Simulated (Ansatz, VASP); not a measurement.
One calculation of NaB12, two programs

```
CELL_PARAMETERS angstrom
-3.31962 3.31962 2.65672
3.31962 -3.31962 2.65672
3.31962 3.31962 -2.65672
ATOMIC_POSITIONS crystal
Na 0.50000 0.50000 0.00000
B 0.36911 0.15947 0.52858
B 0.63089 0.84053 0.47142
B 0.15947 0.63089 0.79036
B 0.84053 0.36911 0.20964
B 0.36911 0.84053 0.20964
B 0.63089 0.15947 0.79036
B 0.15947 0.36911 0.52858
B 0.84053 0.63089 0.47142
B 0.00000 0.82569 0.82569
B 0.00000 0.17431 0.17431
B 0.82569 0.00000 0.82569
B 0.17431 0.00000 0.17431
```

Alike in both runs: functional PBE; k mesh 4 × 4 × 4; occupations gaussian, width 0.1 eV; no spin polarisation.

Ansatz relaxed the structure, and its values are those at the end. VASP's run is a single point on that final structure, the one shown.

```csv
,VASP,Ansatz
version,VASP 6.6.1,Ansatz 0.2.0
potentials or method,"VASP PAW PBE potentials, release 64 (Na_pv, B), cutoff 520 eV","scalar-relativistic, plane waves, PAW"
valence electrons in the cell,43,45
```

|  | VASP | Ansatz | Ansatz less VASP |
| --- | --- | --- | --- |
| gap on the k mesh at the Fermi level (eV) | none | none | - |
| pressure (GPa) | 0.0 | 0.0 | -0.05 |

A gap of «none» marks a metal or a gap that the smearing closes. VASP's potentials hold 43 valence electrons a cell and Ansatz's 45, so a difference there can come from the potentials and not from the codes.

The k mesh is coarse, so the values compare programs but aren't converged.
